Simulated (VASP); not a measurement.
# Pb (P6/mmm) in VASP: further runs

Pb is run at these levels: PBE; tasks: single point, relaxation of cell and atoms.

All numbers are computed with VASP 6.6.1; they aren't measurements. Logs are shortened: lines on timing, memory, paths and dates and some standing lists are left out, and cuts for length are marked.

## 1. The cell of the first run

Symmetry: P6/mmm, No. 191, hexagonal system. Conventional cell: a = 4.577 Å, b = 4.577 Å, c = 2.697 Å, α = 90.00°, β = 90.00°, γ = 120.00°. Within 3.6 Å of Pb (site symmetry 6/mmm) lie 14 Pb at 2.70 to 2.97 Å. Within 3.5 Å of Pb (site symmetry -6m2) lie 11 Pb at 2.64 to 2.97 Å.

## 2. Single point, PBE

Input file INCAR:

```
  PREC = Accurate
  ENCUT = 520
  EDIFF = 1E-7
  ISMEAR = -1
  SIGMA = 0.08
  LREAL = False
  LASPH = True
  NELM = 100
  ALGO = Normal
  ISIF = 2
  LWAVE = False
  LCHARG = False
  GGA = PE
  NBANDS = 28
```

Input file KPOINTS:

```
Automatic mesh
0
Gamma
  8 8 11
```

Input file POSCAR:

```
Pb
1.0
    4.5772198514      0.0000000000      0.0000000000
   -2.2886099257      3.9639886700      0.0000000000
    0.0000000000      0.0000000000      2.6967133893
Pb
3
Direct
    0.0000000000      0.0000000000      0.0000000000
    0.3333333333      0.6666666667      0.5000000000
    0.6666666667      0.3333333333      0.5000000000
```

Potentials or basis: VASP PAW PBE potentials, release 64 (Pb_d).

Command:

```console
$ cat potpaw_PBE.64/Pb_d/POTCAR > POTCAR
$ mpirun -np 1 vasp_std > vasp.out
```

OUTCAR:

```text
PREC = Accurate
   ENCUT = 520
   EDIFF = 1E-7
   ISMEAR = -1
   LREAL = False
   LASPH = True
   NELM = 100
   ISIF = 2
   GGA = PE

 ion  position               nearest neighbor table
   1  0.000  0.000  0.000-   2 2.97   3 2.97   2 2.97   3 2.97   2 2.97   2 2.97   3 2.97   3 2.97
                             3 2.97   3 2.97   2 2.97   2 2.97
   2  0.333  0.667  0.500-   3 2.64   3 2.64   3 2.64   1 2.97   1 2.97   1 2.97   1 2.97   1 2.97
                             1 2.97   3 3.78   3 3.78   3 3.78   3 3.78   3 3.78   3 3.78
   3  0.667  0.333  0.500-   2 2.64   2 2.64   2 2.64   1 2.97   1 2.97   1 2.97   1 2.97   1 2.97
                             1 2.97   2 3.78   2 3.78   2 3.78   2 3.78   2 3.78   2 3.78

  LATTYP: Found a hexagonal cell.
 ALAT       =     4.5772198514
 C/A-ratio  =     0.5891596814

  Lattice vectors:

 A1 = (   4.5772198514,   0.0000000000,   0.0000000000)
 A2 = (  -2.2886099257,   3.9639886700,   0.0000000000)
 A3 = (   0.0000000000,   0.0000000000,   2.6967133893)

Analysis of symmetry for initial positions (statically):
=====================================================================
 Subroutine PRICEL returns:
 Original cell was already a primitive cell.

 Routine SETGRP: Setting up the symmetry group for a
 hexagonal supercell.

 Subroutine GETGRP returns: Found 24 space group operations
 (whereof 24 operations were pure point group operations)
 out of a pool of 24 trial point group operations.

The static configuration has the point symmetry D_6h.

Analysis of symmetry for dynamics (positions and initial velocities):
=====================================================================
 Subroutine PRICEL returns:
 Original cell was already a primitive cell.

 Routine SETGRP: Setting up the symmetry group for a
 hexagonal supercell.

 Subroutine GETGRP returns: Found 24 space group operations
 (whereof 24 operations were pure point group operations)
 out of a pool of 24 trial point group operations.

The dynamic configuration has the point symmetry D_6h.

 Subroutine INISYM returns: Found 24 space group operations
 (whereof 24 operations are pure point group operations),
 and found     1 'primitive' translations

----------------------------------------------------------------------------------------

                                     Primitive cell

  volume of cell :      48.9293

  direct lattice vectors                    reciprocal lattice vectors
     4.577219851  0.000000000  0.000000000     0.218473229  0.126135577  0.000000000
    -2.288609926  3.963988670  0.000000000     0.000000000  0.252271155  0.000000000
     0.000000000  0.000000000  2.696713389     0.000000000  0.000000000  0.370821758

  length of vectors
     4.577219851  4.577219851  2.696713389     0.252271155  0.252271155  0.370821758

  position of ions in fractional coordinates (direct lattice)
     0.000000000  0.000000000  0.000000000
     0.333333333  0.666666667  0.500000000
     0.666666667  0.333333333  0.500000000

  ion indices of the primitive-cell ions
   primitive index   ion index
                 1           1
                 2           2
                 3           3

----------------------------------------------------------------------------------------

 KPOINTS: Automatic mesh

Automatic generation of k-mesh.
 Grid dimensions read from file:
 generate k-points for:    8    8   11

 Generating k-lattice:

  Cartesian coordinates                     Fractional coordinates (reciprocal lattice)
     0.027309154  0.015766947  0.000000000     0.125000000  0.000000000  0.000000000
     0.000000000  0.031533894  0.000000000     0.000000000  0.125000000  0.000000000
     0.000000000  0.000000000  0.033711069     0.000000000  0.000000000  0.090909091

  Length of vectors
     0.031533894  0.031533894  0.033711069

  Shift w.r.t. Gamma in fractional coordinates (k-lattice)
     0.000000000  0.000000000  0.000000000

 Subroutine IBZKPT returns following result:
 ===========================================

 Found     60 irreducible k-points:

 Following reciprocal coordinates:
            Coordinates               Weight
  0.000000  0.000000  0.000000      1.000000
  0.125000 -0.000000  0.000000      6.000000
  0.250000 -0.000000  0.000000      6.000000
  0.375000  0.000000  0.000000      6.000000
  0.500000 -0.000000  0.000000      3.000000
  0.125000  0.125000  0.000000      6.000000
[... 16 lines left out ...]
  0.250000 -0.000000  0.181818     12.000000
  0.375000  0.000000  0.181818     12.000000
 [... further k-points ...]
   k-points           NKPTS =     60   k-points in BZ     NKDIM =     60   number of bands    NBANDS=     28
   number of dos      NEDOS =    301   number of ions     NIONS =      3
   total plane-waves  NPLWV =  25920
   dimension x,y,z NGX =    36 NGY =   36 NGZ =   20
   dimension x,y,z NGXF=    72 NGYF=   72 NGZF=   40
   ions per type =               3
   NGX,Y,Z   is equivalent  to a cutoff of  13.08, 13.08, 12.33 a.u.
   NGXF,Y,Z  is equivalent  to a cutoff of  26.15, 26.15, 24.66 a.u.
 SYSTEM =  unknown system
   PREC   = accura    normal or accurate (medium, high low for compatibility)
   ISTART =      0    job   : 0-new  1-cont  2-samecut
   ICHARG =      2    charge: 1-file 2-atom 10-const
   ISPIN  =      1    spin polarized calculation?
   LNONCOLLINEAR =      F non collinear calculations
   LSORBIT =      F    spin-orbit coupling
   LASPH  =      T    aspherical Exc in radial PAW
   ENCUT  =  520.0 eV  38.22 Ry    6.18 a.u.   8.51  8.51  5.01*2*pi/ulx,y,z
   NELM   =    100;   NELMIN=  2; NELMDL= -5     # of ELM steps
   EDIFF  = 0.1E-06   stopping-criterion for ELM
   LREAL  =      F    real-space projection
   EDIFFG = 0.1E-05   stopping-criterion for IOM
   NSW    =      0    number of steps for IOM
   IBRION =     -1    ionic relax: 0-MD 1-quasi-New 2-CG
   NFREE  =      0    steps in history (QN), initial steepest desc. (CG)
   ISIF   =      2    stress and relaxation
   ISYM   =      2    0-nonsym 1-usesym 2-fastsym
   POTIM  = 0.5000    time-step for ionic-motion
   TEBEG  =    0.0;   TEEND  =   0.0 temperature during run
   PSTRESS=    0.0 pullay stress
   NELECT =      42.0000    total number of electrons
   NUPDOWN=      -1.0000    fix difference up-down
   EMIN   =  10.00;   EMAX   =-10.00  energy-range for DOS
   EFERMI =   0.00;   METHOD = LEGACY
   ISMEAR =    -1;   SIGMA  =   0.08  broadening in eV -4-tet -1-fermi 0-gaus
   EFERMI_NEDOS =   21; number of points for ismear=-14 and -15
   IALGO  =     38    algorithm
   IMIX   =      4    mixing-type and parameters
     AMIX     =   0.40;   BMIX     =  1.00
     AMIX_MAG =   1.60;   BMIX_MAG =  1.00
  volume/ion in A,a.u.               =      16.31       110.06
  Fermi-wavevector in a.u.,A,eV,Ry     =   1.555852  2.940134 32.935287  2.420675
  Thomas-Fermi vector in A             =   2.659733
   LORBIT       =      0    0 simple, 1 ext, 2 COOP (PROOUT), +10 PAW based schemes
   GGA     = PE    functional components
[... 5 lines left out ...]
 non-spin polarized calculation
  energy-cutoff  :      520.00
  volume of cell :       48.93
 maximum number of plane-waves:      1354
 NGX is ok and might be reduce to    36

 number of electron      42.0000009 magnetization

 Free energy of the ion-electron system (eV)
  ---------------------------------------------------
  ext. energy  EPLUGINS =         0.00000000
  ---------------------------------------------------
  free energy    TOTEN  =         0.11433486 eV

  energy without entropy =        0.14336790  energy(sigma->0) =        0.12885138

 E-fermi :  17.2321     XC(G=0): -13.5507

 val. band max:       17.1921207561   @ k =   0.3750   0.1250   0.2727
 cond. band min:      17.2397310224   @ k =   0.3750   0.2500   0.3636
 fundamental gap:      0.0476102664
 Fermi energy:        17.2321463262

 k-point     1 :       0.0000    0.0000    0.0000
  band No.  band energies     occupation
      1      -2.9532      2.00000
      2      -2.1619      2.00000
      3      -2.1075      2.00000
      4      -1.7225      2.00000
      5      -1.7225      2.00000
      6      -1.3555      2.00000
[... 20 lines left out ...]
     27      28.5104      0.00000
     28      29.8886      0.00000

 k-point     2 :       0.1250   -0.0000    0.0000
  band No.  band energies     occupation
      1      -2.9153      2.00000
      2      -2.2002      2.00000
      3      -2.1494      2.00000
      4      -1.8637      2.00000
      5      -1.8565      2.00000
      6      -1.4596      2.00000
[... 20 lines left out ...]
     27      28.1899      0.00000
     28      29.6568      0.00000

 k-point     3 :       0.2500   -0.0000    0.0000
  band No.  band energies     occupation
      1      -2.8135      2.00000
      2      -2.3608      2.00000
      3      -2.2422      2.00000
      4      -2.0559      2.00000
      5      -2.0494      2.00000
      6      -1.5256      2.00000
[... 20 lines left out ...]
     27      27.9886      0.00000
     28      28.2942      0.00000

 k-point     4 :       0.3750    0.0000    0.0000
  band No.  band energies     occupation
      1      -2.6734      2.00000
      2      -2.5708      2.00000
      3      -2.3602      2.00000
      4      -2.1626      2.00000
      5      -2.1435      2.00000
      6      -1.5830      2.00000
[... 578 lines left out ...]
     27      27.4259      0.00000
     28      28.5366      0.00000

 k-point    23 :       0.2500   -0.0000    0.1818
  band No.  band energies     occupation
      1      -2.4202      2.00000
      2      -2.1818      2.00000
      3      -2.1119      2.00000
      4      -1.8015      2.00000
      5      -1.7178      2.00000
      6      -1.6569      2.00000
[... 20 lines left out ...]
     27      26.0771      0.00000
     28      26.3928      0.00000

 k-point    24 :       0.3750    0.0000    0.1818
  band No.  band energies     occupation
      1      -2.4432      2.00000
      2      -2.2162      2.00000
      3      -2.1997      2.00000
      4      -1.9039      2.00000
      5      -1.6778      2.00000
      6      -1.6326      2.00000
[... 20 lines left out ...]
     27      24.5380      0.00000
     28      25.0910      0.00000

 [... further k-points ...]
[... 5 lines left out ...]
  --------------------------------------------------------------------------------------
  -------------------------------------------------------------------------------------
  Total       42.7303806     42.7303806     42.7316957      0.0000000      0.0000000      0.0000000
  in kB     1399.1954195   1399.1954195   1399.2384833      0.0000000      0.0000000      0.0000000
  external PRESSURE =    1399.2097741 kB  Pullay stress =       0.0000000 kB

 VOLUME and BASIS-vectors are now :
 -----------------------------------------------------------------------------
  energy-cutoff  :      520.00
  volume of cell :       48.93
      direct lattice vectors                 reciprocal lattice vectors
     4.577219851  0.000000000  0.000000000     0.218473229  0.126135577  0.000000000
    -2.288609926  3.963988670  0.000000000     0.000000000  0.252271155  0.000000000
     0.000000000  0.000000000  2.696713389     0.000000000  0.000000000  0.370821758

 POSITION                                       TOTAL-FORCE (eV/Angst)
 -----------------------------------------------------------------------------------
      0.00000      0.00000      0.00000        -0.000000      0.000000     -0.000000
     -0.00000      2.64266      1.34836         0.000000      0.000000     -0.000000
      2.28861      1.32133      1.34836        -0.000000     -0.000000      0.000000
 -----------------------------------------------------------------------------------
    total drift:                                0.000000      0.000000     -0.000000

  FREE ENERGIE OF THE ION-ELECTRON SYSTEM (eV)
  ---------------------------------------------------
  free  energy   TOTEN  =         0.1143348601 eV

  energy  without entropy=        0.1433679047  energy(sigma->0) =        0.12885138
```

Run time: 28 s. Hardware: 1 thread of Intel Xeon 6975P-C (Granite Rapids), shared host; peak memory 0.2 GiB.

Results:

| Quantity | Value |
| --- | --- |
| Free energy | 0.1143 eV |
| Pressure | 139.9 GPa |
| Band gap on the k mesh | zero (band 21 reaches 19.75 eV, above the bottom of band 22 at 12.81 eV) |

Caveat: spin-orbit coupling is left out, which moves the levels of the heavy elements.

## 3. Relaxation of cell and atoms, PBE, target pressure 140 GPa, at which the enthalpy is minimised

This run uses another cell than the first one: it holds 1 atom, not 3.

Input file INCAR:

```
PREC = Accurate
ENCUT = 600
EDIFF = 1E-6
ISMEAR = -1
SIGMA = 0.08
LREAL = False
LASPH = True
NELM = 60
ALGO = Normal
ISIF = 3
LWAVE = False
LCHARG = False
GGA = PE
IBRION = 2
NSW = 60
EDIFFG = -0.005
PSTRESS = 1400.0
```

Input file KPOINTS:

```
Automatic mesh
0
Gamma
  16 16 15
```

Input file POSCAR:

```
Pb
1.0
    2.7226564382      0.0000000000      0.0000000000
   -1.3613282191      2.3578896412      0.0000000000
    0.0000000000      0.0000000000      2.5592970519
Pb
1
Direct
    0.0000000000      0.0000000000      0.0000000000
```

Potentials or basis: VASP PAW PBE potentials, release 64 (Pb_d).

Command:

```console
$ cat potpaw_PBE.64/Pb_d/POTCAR > POTCAR
$ mpirun -np 1 vasp_std > vasp.out
```

Run time: 77 s. Hardware: 1 thread of Intel Xeon 6975P-C (Granite Rapids), shared host; peak memory 0.19 GiB.

It converged, with:

```yaml
Free_energy: 0.1960 eV
Relaxed_volume: 16.68 Å³/atom
Relaxed_cell: a = 2.735 Å, b = 2.735 Å, c = 2.573 Å, α = 90.00°, β = 90.00°, γ = 120.00°
Space_group_after_relaxing_to_0.05_Å: P6/mmm (No. 191)
Energy_change_on_relaxing_the_enthalpy_is_what_falls: -221.3 meV/atom
Ionic_steps: 15
Pressure_after_relaxing: 140.0 GPa
Band_gap_on_the_k_mesh: zero (band 7 reaches 23.91 eV, above the bottom of band 8 at 12.84 eV)
```

Step by step:
```tsv
step	energy change (eV)	largest force (eV/Å)	pressure (GPa)	volume (Å³)
1	0.0000	0.0000	148.42	16.43
2	-1.5562	0.0000	90.15	18.57
3	-0.2330	0.0000	139.62	16.69
4	-0.2232	0.0000	139.85	16.68
5	-0.2172	0.0000	140.09	16.67
6	-0.2166	0.0000	140.16	16.67
7	-0.2171	0.0000	140.13	16.67
8	-0.2375	0.0000	139.37	16.69
9	-0.2206	0.0000	139.94	16.68
10	-0.2195	0.0000	139.96	16.67
11	-0.2181	0.0000	140.10	16.67
12	-0.2191	0.0000	140.11	16.67
13	-0.2194	0.0000	140.06	16.67
14	-0.2194	0.0000	140.04	16.67
15	-0.2213	0.0000	139.97	16.68
```

Final structure:
```
Pb
1.0
     2.73542    0.00000    0.00000
    -1.36771    2.36895    0.00000
     0.00000    0.00000    2.57342
Pb
1
Direct
  0.00000 0.00000 0.00000
```

Levels at points of the mesh, in eV from the Fermi level:
```csv
k point,band 4,band 5,band 6,band 7,band 8,band 9,band 10,band 11
"(0.00, 0.00, 0.00)",-18.38,-17.80,-17.80,6.31,8.68,10.44,10.44,12.91
"(0.50, 0.00, 0.00)",-17.99,-17.66,-9.48,-8.92,3.64,10.37,11.01,13.08
```

Caveat: the cell is relaxed towards a set pressure, so the enthalpy falls and the energy may rise; spin-orbit coupling is left out, which moves the levels of the heavy elements.

## 4. Relaxation of cell and atoms, PBE, target pressure 140 GPa, at which the enthalpy is minimised

This run uses another cell than the first one: it holds 1 atom, not 3.

Input file INCAR:

```
PREC = Accurate
ENCUT = 600
EDIFF = 1E-7
ISMEAR = -1
SIGMA = 0.08
LREAL = F
LASPH = T
NELM = 100
ALGO = Normal
ISIF = 3
LWAVE = F
LCHARG = F
GGA = PE
IBRION = 2
NSW = 32
EDIFFG = -0.005
PSTRESS = 1400.0
```

KPOINTS is that of step 3.

Input file POSCAR:

```
Pb
1.0
    2.7353655123      0.0000000000      0.0000000000
   -1.3676827562      2.3688960223      0.0000000000
    0.0000000000      0.0000000000      2.5735589737
Pb
1
Direct
    0.0000000000      0.0000000000      0.0000000000
```

Command:

```console
$ cat potpaw_PBE.64/Pb_d/POTCAR > POTCAR
$ mpirun -np 1 vasp_std > vasp.out
```

It took 28 s on 1 thread of Intel Xeon 6975P-C (Granite Rapids), shared host; peak memory 0.18 GiB.

It converged, with:

```yaml
Free_energy: 0.1969 eV
Energy_change_on_relaxing_the_enthalpy_is_what_falls: +1.1 meV/atom
Ionic_steps: 3
Pressure_after_relaxing: 140.0 GPa
Band_gap_on_the_k_mesh: zero (band 7 reaches 23.91 eV, above the bottom of band 8 at 12.84 eV)
```

The path:
```tsv
step	energy change (eV)	largest force (eV/Å)	pressure (GPa)	volume (Å³)
1	0.0000	0.0000	139.95	16.68
2	0.0099	0.0000	140.35	16.66
3	0.0011	0.0000	140.02	16.67
```

Final structure:
```
Pb
1.0
     2.73530    0.00000    0.00000
    -1.36765    2.36884    0.00000
     0.00000    0.00000    2.57347
Pb
1
Direct
  0.00000 0.00000 0.00000
```

Levels at points of the mesh, in eV from the Fermi level:
| k point | band 5 | band 6 | band 7 | band 8 | band 9 | band 10 |
| --- | --- | --- | --- | --- | --- | --- |
| (0.00, 0.00, 0.00) | -17.80 | -17.80 | 6.31 | 8.68 | 10.44 | 10.44 |
| (0.50, 0.00, 0.00) | -17.66 | -9.48 | -8.92 | 3.64 | 10.37 | 11.00 |

Caveat: the cell is relaxed towards a set pressure, so the enthalpy falls and the energy may rise; spin-orbit coupling is left out, which moves the levels of the heavy elements.

(Part 1 of 2 ends here.)
